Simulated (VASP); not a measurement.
Runs of VASP 6.6.1 on Mn. The structure is that of space group P6_3/mmc (No. 194), or close to it. The cells are those of the table. This isn't the form of Mn at room conditions, which is a 58-atom cubic cell.

```csv
cell,k mesh,gap on the mesh (eV),pressure (GPa),moment (μB)
"a = 2.499, b = 2.499, c = 4.057 Å, angles 90.0, 90.0, 120.0°, 2 atoms",24 × 24 × 13,none,0.4,0.00
"a = 2.595, b = 2.595, c = 4.214 Å, angles 90.0, 90.0, 120.0°, 2 atoms",16 × 16 × 9,none,(a),0.00
"a = 2.532, b = 2.532, c = 4.111 Å, angles 90.0, 90.0, 120.0°, 2 atoms",16 × 16 × 9,none,-6.5,0.00
"a = 2.564, b = 2.564, c = 4.163 Å, angles 90.0, 90.0, 120.0°, 2 atoms",16 × 16 × 9,none,-11.6,0.00
```

Alike in all rows: task single point; level revPBE; potentials or basis VASP PAW PBE potentials, release 64 (Mn_pv); spin collinear, antiferromagnetic start; cutoff (eV) 520; smearing fermi-dirac 0.05 eV.

**Question.** Fill in the values left out.

**Answer.** (a) -13.8.

Caveats: the PAW data sets were made with another functional, which shifts forces and pressure a little; the cell stands under tension (at least some runs).

A gap of «none» marks levels without a gap at the run's occupations.
